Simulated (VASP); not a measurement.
# Ga3Sb (I4/mmm) in VASP: a series of runs

Runs on Ga3Sb. Level: PBEsol+D3(BJ). Tasks: single point.

Program: VASP 6.6.1. These are calculated values, not measurements. Logs are shortened: lines on timing, memory, paths and dates and some standing lists are left out, and cuts for length are marked.

### 1 The cell of the first run

The structure is tetragonal, space group I4/mmm (No. 139). Conventional cell: a = 4.448 Å, b = 4.448 Å, c = 7.930 Å, α = 90.00°, β = 90.00°, γ = 90.00°. Ga (site symmetry -4m2) has 10 Ga at 2.98 to 3.96 Å and 4 Sb at 2.98 Å within 4.0 Å. Ga (site symmetry 4/mmm) has 8 Ga at 2.98 Å and 6 Sb at 3.15 to 3.96 Å within 4.0 Å. Within 4.0 Å of Sb (site symmetry 4/mmm) lie 14 Ga at 2.98 to 3.96 Å.

### 2 Single point, PBEsol+D3(BJ) (19.61 Å³/atom)

INCAR

```
SYSTEM = Ga3Sb
ALGO     = Fast           ! electronic algorithm
EDIFF    = 1E-6           ! SCF threshold, eV
ENCUT    = 520            ! plane-wave cutoff, eV
GGA      = PS             ! functional
ISIF     = 2              ! what is computed and relaxed
ISMEAR   = 0              ! smearing method
IVDW     = 12             ! dispersion correction
LASPH    = .TRUE.         ! aspherical terms in the spheres
LCHARG   = .FALSE.        ! write CHGCAR
LREAL    = .FALSE.        ! projectors in reciprocal space
LWAVE    = .FALSE.        ! write WAVECAR
NBANDS   = 30             ! bands
NELM     = 80             ! most SCF steps
PREC     = Accurate       ! precision mode
SIGMA    = 0.15           ! smearing width, eV
```

KPOINTS

```
k-points
0
G
  14 14 14
  0 0 0
```

POSCAR

```
Ga3Sb
1.0
   -2.2239238256      2.2239238256      3.9648113962
    2.2239238256     -2.2239238256      3.9648113962
    2.2239238256      2.2239238256     -3.9648113962
Ga Sb
3 1
Direct
    0.7500000000      0.2500000000      0.5000000000
    0.2500000000      0.7500000000      0.5000000000
    0.5000000000      0.5000000000      0.0000000000
    0.0000000000      0.0000000000      0.0000000000
```

Potentials or basis: VASP PAW PBE potentials, release 64 (Ga_d, Sb).

On the command line:

```
cat potpaw_PBE.64/Ga_d/POTCAR potpaw_PBE.64/Sb/POTCAR > POTCAR
mpirun -np 1 vasp_std > vasp.out
```

OUTCAR:

```text
SYSTEM = Ga3Sb
   EDIFF = 1E-6
   ENCUT = 520
   GGA = PS
   ISIF = 2
   ISMEAR = 0
   IVDW = 12
   LASPH = .TRUE.
   LREAL = .FALSE.
   NELM = 80
   PREC = Accurate
 IVDW          = 12

 ion  position               nearest neighbor table
   1  0.750  0.250  0.500-   4 2.98   4 2.98   4 2.98   4 2.98
   2  0.250  0.750  0.500-   4 2.98   4 2.98   4 2.98   4 2.98
   3  0.500  0.500  0.000-   4 3.15   4 3.15   4 3.15   4 3.15
   4  0.000  0.000  0.000-   1 2.98   2 2.98   1 2.98   2 2.98   1 2.98   2 2.98   1 2.98   2 2.98
                             3 3.15   3 3.15   3 3.15   3 3.15

  LATTYP: Found a body centered tetragonal cell.
 ALAT       =     4.4478476512
 C/A-ratio  =     1.7828000000

  Lattice vectors:

 A1 = (  -2.2239238256,   2.2239238256,   3.9648113962)
 A2 = (   2.2239238256,  -2.2239238256,   3.9648113962)
 A3 = (   2.2239238256,   2.2239238256,  -3.9648113962)

Analysis of symmetry for initial positions (statically):
=====================================================================
 Subroutine PRICEL returns:
 Original cell was already a primitive cell.

 Routine SETGRP: Setting up the symmetry group for a
 body centered tetragonal supercell.

 Subroutine GETGRP returns: Found 16 space group operations
 (whereof 16 operations were pure point group operations)
 out of a pool of 16 trial point group operations.

The static configuration has the point symmetry D_4h.

Analysis of symmetry for dynamics (positions and initial velocities):
=====================================================================
 Subroutine PRICEL returns:
 Original cell was already a primitive cell.

 Routine SETGRP: Setting up the symmetry group for a
 body centered tetragonal supercell.

 Subroutine GETGRP returns: Found 16 space group operations
 (whereof 16 operations were pure point group operations)
 out of a pool of 16 trial point group operations.

The dynamic configuration has the point symmetry D_4h.

 Subroutine INISYM returns: Found 16 space group operations
 (whereof 16 operations are pure point group operations),
 and found     1 'primitive' translations

----------------------------------------------------------------------------------------

                                     Primitive cell

  volume of cell :      78.4372

  direct lattice vectors                    reciprocal lattice vectors
    -2.223923826  2.223923826  3.964811396     0.000000000  0.224827844  0.126109403
     2.223923826 -2.223923826  3.964811396     0.224827844  0.000000000  0.126109403
     2.223923826  2.223923826 -3.964811396     0.224827844  0.224827844  0.000000000

  length of vectors
     5.060771065  5.060771065  5.060771065     0.257781189  0.257781189  0.317954587

  position of ions in fractional coordinates (direct lattice)
     0.750000000  0.250000000  0.500000000
     0.250000000  0.750000000  0.500000000
     0.500000000  0.500000000  0.000000000
     0.000000000  0.000000000  0.000000000

  ion indices of the primitive-cell ions
   primitive index   ion index
                 1           1
                 2           2
                 3           3
                 4           4

----------------------------------------------------------------------------------------

 KPOINTS: k-points

Automatic generation of k-mesh.
 Grid dimensions read from file:
 generate k-points for:   14   14   14

 Generating k-lattice:

  Cartesian coordinates                     Fractional coordinates (reciprocal lattice)
     0.000000000  0.016059132  0.009007815     0.071428571  0.000000000  0.000000000
     0.016059132  0.000000000  0.009007815     0.000000000  0.071428571  0.000000000
     0.016059132  0.016059132  0.000000000     0.000000000  0.000000000  0.071428571

  Length of vectors
     0.018412942  0.018412942  0.022711042

  Shift w.r.t. Gamma in fractional coordinates (k-lattice)
     0.000000000  0.000000000  0.000000000

 Subroutine IBZKPT returns following result:
 ===========================================

 Found    244 irreducible k-points:

 Following reciprocal coordinates:
            Coordinates               Weight
  0.000000  0.000000  0.000000      1.000000
  0.071429 -0.000000  0.000000      8.000000
  0.142857 -0.000000  0.000000      8.000000
  0.214286 -0.000000  0.000000      8.000000
  0.285714 -0.000000  0.000000      8.000000
  0.357143  0.000000 -0.000000      8.000000
[... 16 lines left out ...]
  0.214286  0.142857  0.000000     16.000000
  0.285714  0.142857  0.000000     16.000000
 [... further k-points ...]
   k-points           NKPTS =    244   k-points in BZ     NKDIM =    244   number of bands    NBANDS=     30
   number of dos      NEDOS =    301   number of ions     NIONS =      4
   total plane-waves  NPLWV =  64000
   dimension x,y,z NGX =    40 NGY =   40 NGZ =   40
   dimension x,y,z NGXF=    80 NGYF=   80 NGZF=   80
   ions per type =               3   1
   NGX,Y,Z   is equivalent  to a cutoff of  13.14, 13.14, 13.14 a.u.
   NGXF,Y,Z  is equivalent  to a cutoff of  26.28, 26.28, 26.28 a.u.
 SYSTEM =  Ga3Sb
   PREC   = accura    normal or accurate (medium, high low for compatibility)
   ISTART =      0    job   : 0-new  1-cont  2-samecut
   ICHARG =      2    charge: 1-file 2-atom 10-const
   ISPIN  =      1    spin polarized calculation?
   LNONCOLLINEAR =      F non collinear calculations
   LSORBIT =      F    spin-orbit coupling
   LASPH  =      T    aspherical Exc in radial PAW
   ENCUT  =  520.0 eV  38.22 Ry    6.18 a.u.   9.41  9.41  9.41*2*pi/ulx,y,z
   NELM   =     80;   NELMIN=  2; NELMDL= -5     # of ELM steps
   EDIFF  = 0.1E-05   stopping-criterion for ELM
   LREAL  =      F    real-space projection
   EDIFFG = 0.1E-04   stopping-criterion for IOM
   NSW    =      0    number of steps for IOM
   IBRION =     -1    ionic relax: 0-MD 1-quasi-New 2-CG
   NFREE  =      0    steps in history (QN), initial steepest desc. (CG)
   ISIF   =      2    stress and relaxation
   ISYM   =      2    0-nonsym 1-usesym 2-fastsym
   POTIM  = 0.5000    time-step for ionic-motion
   TEBEG  =    0.0;   TEEND  =   0.0 temperature during run
   PSTRESS=    0.0 pullay stress
   NELECT =      44.0000    total number of electrons
   NUPDOWN=      -1.0000    fix difference up-down
   EMIN   =  10.00;   EMAX   =-10.00  energy-range for DOS
   EFERMI =   0.00;   METHOD = LEGACY
   ISMEAR =     0;   SIGMA  =   0.15  broadening in eV -4-tet -1-fermi 0-gaus
   EFERMI_NEDOS =   21; number of points for ismear=-14 and -15
   IALGO  =     68    algorithm
   IMIX   =      4    mixing-type and parameters
     AMIX     =   0.40;   BMIX     =  1.00
     AMIX_MAG =   1.60;   BMIX_MAG =  1.00
  volume/ion in A,a.u.               =      19.61       132.33
  Fermi-wavevector in a.u.,A,eV,Ry     =   1.350159  2.551431 24.802462  1.822930
  Thomas-Fermi vector in A             =   2.477687
   LORBIT       =      0    0 simple, 1 ext, 2 COOP (PROOUT), +10 PAW based schemes
   GGA     = PS    functional components
   LHFCALC =     F    Hartree Fock is set to
   AEXX    =    0.0000 exact exchange contribution
   IVDW    =    12    specifies the selected vdW correction
   LEPSILON=     F    determine dielectric tensor
   LRPA    =     F    only Hartree local field effects (RPA)
 non-spin polarized calculation
 RMM-DIIS sequential band-by-band and
 Gauss-broadening in eV      SIGMA  =   0.15
  energy-cutoff  :      520.00
  volume of cell :       78.44
 maximum number of plane-waves:      2132
 NGX is ok and might be reduce to    40
   NGX = 19   NGY = 19   NGZ = 19

 number of electron      44.0000018 magnetization

 Free energy of the ion-electron system (eV)
  ---------------------------------------------------
  ext. energy  EPLUGINS =         0.00000000
  ---------------------------------------------------
  free energy    TOTEN  =       -14.28480635 eV

  energy without entropy =      -14.26755247  energy(sigma->0) =      -14.27617941

 E-fermi :   7.1051     XC(G=0): -11.1823

 val. band max:        7.0965142729   @ k =  -0.3571   0.3571   0.1429
 cond. band min:       7.1109802441   @ k =  -0.0714   0.2143   0.0714
 fundamental gap:      0.0144659712
 Fermi energy:         7.1051038643

 k-point     1 :       0.0000    0.0000    0.0000
  band No.  band energies     occupation
      1      -7.8844      2.00000
      2      -7.8550      2.00000
      3      -7.8284      2.00000
      4      -7.8049      2.00000
      5      -7.8049      2.00000
      6      -7.7961      2.00000
[... 22 lines left out ...]
     29      13.0219      0.00000
     30      13.3776      0.00000

 k-point     2 :       0.0714   -0.0000    0.0000
  band No.  band energies     occupation
      1      -7.8818      2.00000
      2      -7.8542      2.00000
      3      -7.8295      2.00000
      4      -7.8135      2.00000
      5      -7.8091      2.00000
      6      -7.7903      2.00000
[... 22 lines left out ...]
     29      13.3625      0.00000
     30      13.7177      0.00000

 k-point     3 :       0.1429   -0.0000    0.0000
  band No.  band energies     occupation
      1      -7.8740      2.00000
      2      -7.8540      2.00000
      3      -7.8289      2.00000
      4      -7.8252      2.00000
      5      -7.8120      2.00000
      6      -7.7826      2.00000
[... 22 lines left out ...]
     29      14.2005      0.00000
     30      14.5573      0.00000

 k-point     4 :       0.2143   -0.0000    0.0000
  band No.  band energies     occupation
      1      -7.8618      2.00000
      2      -7.8556      2.00000
      3      -7.8359      2.00000
      4      -7.8217      2.00000
      5      -7.8123      2.00000
      6      -7.7745      2.00000
[... 616 lines left out ...]
     29      13.6416      0.00000
     30      13.7608      0.00000

 k-point    23 :       0.2143    0.1429    0.0000
  band No.  band energies     occupation
      1      -7.8761      2.00000
      2      -7.8498      2.00000
      3      -7.8363      2.00000
      4      -7.8235      2.00000
      5      -7.7990      2.00000
      6      -7.7840      2.00000
[... 22 lines left out ...]
     29      12.4138      0.00000
     30      14.2465      0.00000

 k-point    24 :       0.2857    0.1429    0.0000
  band No.  band energies     occupation
      1      -7.8770      2.00000
      2      -7.8394      2.00000
      3      -7.8351      2.00000
      4      -7.8137      2.00000
      5      -7.8021      2.00000
      6      -7.7683      2.00000
[... 22 lines left out ...]
     29      12.9465      0.00000
     30      14.9562      0.00000

 [... further k-points ...]

------------------------ aborting loop because EDIFF is reached ----------------------------------------

 Edisp (eV)   -1.49896

 E8    (eV) :    -1.0363

  FORCE on cell =-STRESS in cart. coord.  units (eV):
  Direction    XX          YY          ZZ          XY          YZ          ZX
  --------------------------------------------------------------------------------------
  -------------------------------------------------------------------------------------
  Total       0.01141     0.01141     0.21060     0.00000     0.00000     0.00000
  in kB       0.23299     0.23299     4.30171     0.00000     0.00000     0.00000
  external pressure =        1.59 kB  Pullay stress =        0.00 kB

 VOLUME and BASIS-vectors are now :
 -----------------------------------------------------------------------------
  energy-cutoff  :      520.00
  volume of cell :       78.44
      direct lattice vectors                 reciprocal lattice vectors
    -2.223923826  2.223923826  3.964811396     0.000000000  0.224827844  0.126109403
     2.223923826 -2.223923826  3.964811396     0.224827844  0.000000000  0.126109403
     2.223923826  2.223923826 -3.964811396     0.224827844  0.224827844  0.000000000

 POSITION                                       TOTAL-FORCE (eV/Angst)
 -----------------------------------------------------------------------------------
      0.00000      2.22392      1.98241         0.000000     -0.000000     -0.000000
      2.22392      0.00000      1.98241        -0.000000      0.000000      0.000000
      0.00000      0.00000      3.96481         0.000000      0.000000      0.000000
      0.00000      0.00000      0.00000         0.000000      0.000000      0.000000
 -----------------------------------------------------------------------------------
    total drift:                               -0.000000     -0.000000      0.000000

  FREE ENERGIE OF THE ION-ELECTRON SYSTEM (eV)
  ---------------------------------------------------
  free  energy   TOTEN  =       -15.7837664669 eV

  energy  without entropy=      -15.7665125909  energy(sigma->0) =      -15.77513953
```

Wall time 6.9 min (1 thread of AMD EPYC 9R45 (Zen 5), shared host); peak memory 0.57 GiB.

Results:

```yaml
Free_energy: -15.7838 eV
Pressure: 0.2 GPa
Band_gap_on_the_k_mesh: zero (bands 22 and 23 overlap by 4.82 eV)
Dispersion_energy_per_atom: -0.375 eV
```

Stress tensor (GPa, compression positive):
```
0.02 0.00 0.00
0.00 0.02 0.00
0.00 0.00 0.43
```

Levels at points of the mesh, in eV from the Fermi level:
| k point | band 19 | band 20 | band 21 | band 22 | band 23 | band 24 | band 25 | band 26 |
| --- | --- | --- | --- | --- | --- | --- | --- | --- |
| (0.00, 0.00, 0.00) | -2.49 | -2.12 | -2.12 | -1.60 | -0.77 | -0.77 | -0.07 | 0.11 |
| (0.50, 0.00, 0.00) | -4.53 | -2.05 | -1.56 | -1.23 | -0.70 | 2.25 | 3.18 | 3.63 |
| (0.50, 0.50, 0.00) | -5.37 | -5.26 | -4.88 | 1.27 | 1.73 | 2.03 | 2.16 | 5.93 |
| (0.50, 0.50, 0.50) | -4.19 | -4.19 | -3.67 | 3.10 | 4.10 | 4.10 | 4.43 | 5.38 |

Caveat: the PAW data sets were made with another functional, which shifts forces and pressure a little; spin-orbit coupling is left out, which moves the levels of the heavy elements.

### 3 Single point, PBEsol+D3(BJ) (19.61 Å³/atom)

INCAR

```
ALGO = Fast
EDIFF = 1E-7
ENCUT = 520
GGA = PS
ISIF = 2
ISMEAR = 0
IVDW = 12
LASPH = True
LCHARG = False
LREAL = False
LWAVE = False
NBANDS = 30
NELM = 60
PREC = Accurate
SIGMA = 0.15
```

KPOINTS

```
k-points
0
Gamma
  14 14 14
```

POSCAR

```
Ga3Sb
1.0
   -1.9698617739      1.9698617739      5.0534833949
    1.9698617739     -1.9698617739      5.0534833949
    1.9698617739      1.9698617739     -5.0534833949
Ga Sb
3 1
Direct
    0.7500000000      0.2500000000      0.5000000000
    0.2500000000      0.7500000000      0.5000000000
    0.5000000000      0.5000000000      0.0000000000
    0.0000000000      0.0000000000      0.0000000000
```

Potentials or basis: VASP PAW PBE potentials, release 64 (Ga_d, Sb).

On the command line:

```
cat potpaw_PBE.64/Ga_d/POTCAR potpaw_PBE.64/Sb/POTCAR > POTCAR
mpirun -np 1 vasp_std > vasp.out
```

Wall time 16 min (1 thread of AMD EPYC 9R45 (Zen 5), shared host); peak memory 0.66 GiB.

Results (log left out):

- Free energy: -15.7372 eV
- Pressure: 0.6 GPa
- Band gap on the k mesh: zero (bands 22 and 23 overlap by 4.30 eV)
- Dispersion energy per atom: -0.374 eV

Stress tensor (GPa, compression positive):
```
 1.23  0.00  0.00
 0.00  1.23  0.00
 0.00  0.00 -0.68
```

Levels at points of the mesh, in eV from the Fermi level:
```tsv
k point	band 19	band 20	band 21	band 22	band 23	band 24	band 25	band 26
(0.00, 0.00, 0.00)	-2.14	-1.93	-1.93	-0.59	-0.17	-0.17	1.73	1.75
(0.50, 0.00, 0.00)	-5.98	-0.53	-0.27	0.03	1.11	1.80	2.06	3.52
(0.50, 0.50, 0.00)	-5.51	-5.09	-4.46	-1.87	-1.26	-0.22	0.57	5.03
(0.50, 0.50, 0.50)	-2.79	-2.52	-1.09	1.01	1.92	1.92	2.00	3.82
```

Caveat: the PAW data sets were made with another functional, which shifts forces and pressure a little; spin-orbit coupling is left out, which moves the levels of the heavy elements.

### 4 Single point, PBEsol+D3(BJ) (18.04 Å³/atom)

This run uses another cell than the first one, of 18.04 Å³/atom.

Edit INCAR of step 3 so:

```diff
@@ -1,3 +1,3 @@
 ALGO = Fast
-EDIFF = 1E-7
+EDIFF = 1E-6
 ENCUT = 520
@@ -12,3 +12,3 @@
 NBANDS = 30
-NELM = 60
+NELM = 100
 PREC = Accurate
```

KPOINTS is that of step 3.

POSCAR

```
Ga3Sb
1.0
   -1.9748738659      1.9748738659      4.6257470561
    1.9748738659     -1.9748738659      4.6257470561
    1.9748738659      1.9748738659     -4.6257470561
Ga Sb
3 1
Direct
    0.7500000000      0.2500000000      0.5000000000
    0.2500000000      0.7500000000      0.5000000000
    0.5000000000      0.5000000000      0.0000000000
    0.0000000000      0.0000000000      0.0000000000
```

On the command line:

```
cat potpaw_PBE.64/Ga_d/POTCAR potpaw_PBE.64/Sb/POTCAR > POTCAR
mpirun -np 1 vasp_std > vasp.out
```

It took 14 min on 1 thread of Oxide Virtual Turin-like, shared host; peak memory 0.54 GiB.

Results (log left out):

```yaml
Free_energy: -15.6340 eV
Pressure: 6.7 GPa
Band_gap_on_the_k_mesh: zero (bands 22 and 23 overlap by 5.31 eV)
Dispersion_energy_per_atom: -0.408 eV
```

Stress tensor (GPa, compression positive):
```
6.84 0.00 0.00
0.00 6.84 0.00
0.00 0.00 6.50
```

Levels at points of the mesh, in eV from the Fermi level:
| k point | band 19 | band 20 | band 21 | band 22 | band 23 | band 24 | band 25 | band 26 |
| --- | --- | --- | --- | --- | --- | --- | --- | --- |
| (0.00, 0.00, 0.00) | -2.30 | -2.20 | -2.20 | -0.90 | -0.53 | -0.53 | 1.15 | 1.15 |
| (0.50, 0.00, 0.00) | -6.01 | -0.82 | 0.00 | 0.14 | 0.53 | 1.64 | 2.23 | 3.59 |
| (0.50, 0.50, 0.00) | -5.97 | -5.36 | -5.06 | -0.99 | -0.52 | -0.12 | 0.59 | 6.74 |
| (0.50, 0.50, 0.50) | -3.46 | -2.92 | -1.66 | 2.35 | 2.56 | 2.56 | 3.72 | 4.15 |

Caveat: the cell stands under pressure; the PAW data sets were made with another functional, which shifts forces and pressure a little; spin-orbit coupling is left out, which moves the levels of the heavy elements.

### 5 Summary

```tsv
cell	further INCAR settings	gap on the mesh (eV)	pressure (GPa)
a = 5.061 Å, angles 127.9, 127.9, 76.8°, 4 atoms	ALGO = Fast; EDIFF = 1e-06; NBANDS = 30	none	0.2
a = 5.770 Å, angles 140.1, 140.1, 57.7°, 4 atoms	ALGO = Fast; EDIFF = 1e-07; NBANDS = 30	none	0.6
a = 5.403 Å, angles 137.1, 137.1, 62.2°, 4 atoms	ALGO = Fast; EDIFF = 1e-06; NBANDS = 30	none	6.7
```

Alike in all rows: task single point; level PBEsol+D3(BJ); potentials or basis VASP PAW PBE potentials, release 64 (Ga_d, Sb); no spin polarisation; k mesh 14 × 14 × 14; cutoff (eV) 520; smearing gaussian 0.15 eV.

Caveats: the PAW data sets were made with another functional, which shifts forces and pressure a little; spin-orbit coupling is left out, which moves the levels of the heavy elements; the cell stands under pressure (at least some runs).

Total energies depend on the potentials used, so only differences within one code and one set of settings carry meaning.

The gap in the log of VASP goes by the Fermi energy; the results here count the filled bands.